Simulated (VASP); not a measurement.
Write the native input for VASP 6.6.1 that does the following.

```yaml
Task: single point
Functional: PBE
Potentials_or_basis: VASP PAW PBE potentials, release 64 (Rh_pv)
Cutoff: 520 eV
k_mesh: 12 × 12 × 4
Occupations: gaussian, width 0.1 eV
Spin: no spin polarisation
Dipole_correction: no
Further_INCAR_settings: ALGO = Normal; EDIFF = 1e-06; NBANDS = 22
```

The structure of Rh lies in POSCAR:

```
Rh
1.0
    2.7203725139      0.0000002926      0.0000000000
   -1.3601865103      2.3559115585      0.0000000000
    0.0000000000      0.0000000000      4.3983759072
Rh
2
Direct
    0.0000000000      0.0000000000      0.0000000000
    0.3333333333      0.6666666667      0.5000000000
```

One way to write it, as run:

INCAR

```
ALGO = Normal ; EDIFF = 1E-6
ENCUT = 520 ; GGA = PE
ISIF = 2 ; ISMEAR = 0
LASPH = True ; LCHARG = False
LREAL = False ; LWAVE = False
NBANDS = 22 ; NELM = 60
PREC = Accurate ; SIGMA = 0.1
```

KPOINTS

```
k-points
0
Gamma
  12 12 4
```

Potentials or basis: VASP PAW PBE potentials, release 64 (Rh_pv).

Run with:

```sh
$ cat potpaw_PBE.64/Rh_pv/POTCAR > POTCAR
$ mpirun -np 1 vasp_std > vasp.out
```

It gave:

- Pressure: -0.4 GPa
- Band gap on the k mesh: zero (band 15 reaches 12.14 eV, above the bottom of band 16 at 9.83 eV)

Wall time 21 s on 1 thread of Intel(R) Xeon(R) Platinum 8259CL CPU @ 2.50GHz (Skylake/Cascade Lake), on a shared host, peak memory 0.16 GiB.
